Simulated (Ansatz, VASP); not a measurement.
# YGaF4: VASP beside Ansatz

The input INCAR:

```
SYSTEM = YGaF4
PREC = Accurate
ENCUT = 520
EDIFF = 1E-7
ISMEAR = 0
SIGMA = 0.1
LREAL = .FALSE.
LASPH = .TRUE.
NELM = 80
ALGO = Normal
ISIF = 2
LWAVE = .FALSE.
LCHARG = .TRUE.
GGA = PE
LELF = .TRUE.
LVHAR = .TRUE.
NBANDS = 35
```

KPOINTS

```
Automatic mesh
0
G
  6 6 4
  0 0 0
```

Contents of POSCAR:

```
YGaF4
1.0
    3.3856228500      0.0000000000      0.0000000000
   -1.6928114300      2.9320354000      0.0000000000
    0.0000000000      0.0000000000      7.3129453600
Y Ga F
1 1 4
Direct
    0.0000000000      0.0000000000      0.5000000000
    0.0000000000      0.0000000000      0.0000000000
    0.3333333300      0.6666666700      0.2500000000
    0.3333333300      0.6666666700      0.7500000000
    0.6666666700      0.3333333300      0.2500000000
    0.6666666700      0.3333333300      0.7500000000
```

Input for Ansatz:

```yaml
crystal:
  lattice:
    - [3.38562285, 0.0, 0.0]
    - [-1.69281143, 2.9320354, 0.0]
    - [0.0, 0.0, 7.31294536]
  atoms:
    - { symbol: "Y", position: [0.0, 0.0, 0.5] }
    - { symbol: Ga, position: [0.0, 0.0, 0.0] }
    - { symbol: F, position: [0.33333333, 0.66666667, 0.25] }
    - { symbol: F, position: [0.33333333, 0.66666667, 0.75] }
    - { symbol: F, position: [0.66666667, 0.33333333, 0.25] }
    - { symbol: F, position: [0.66666667, 0.33333333, 0.75] }
basis:
  ecutwfc: 420
kpoints:
  mp_grid: { grid: [6, 6, 4] }
hamiltonian:
  xc: pbe
scf:
  occupations: { method: gaussian, width: 0.1 }
  lower_state_search: "off"
output:
  forces: true
  stress: true
  eigenvalues: true
```

Alike in both runs: task single point; functional PBE; k mesh 6 × 6 × 4; occupations gaussian, width 0.1 eV; no spin polarisation.

|  | VASP | Ansatz |
| --- | --- | --- |
| version | VASP 6.6.1 | Ansatz 0.2.0 |
| potentials or method | VASP PAW PBE potentials, release 64 (Y_sv, Ga_d, F), cutoff 520 eV | scalar-relativistic, plane waves, PAW |
| valence electrons in the cell | 52 | 52 |

Ansatz gave:

- gap on the k mesh at the Fermi level (eV): none
- pressure (GPa): 22.8
- traceless stress, the component that is largest in VASP (GPa): -62.41
- rms of the force components (eV/Å): 1.210

Task: Which values does VASP return?

Result: gap on the k mesh at the Fermi level (eV): none; pressure (GPa): 22.6; traceless stress, the component that is largest in VASP (GPa): -62.21; rms of the force components (eV/Å): 1.203.

Atom by atom the forces differ by 0.007 eV/Å (rms over components). A gap of «none» marks a metal or a gap that the smearing closes.
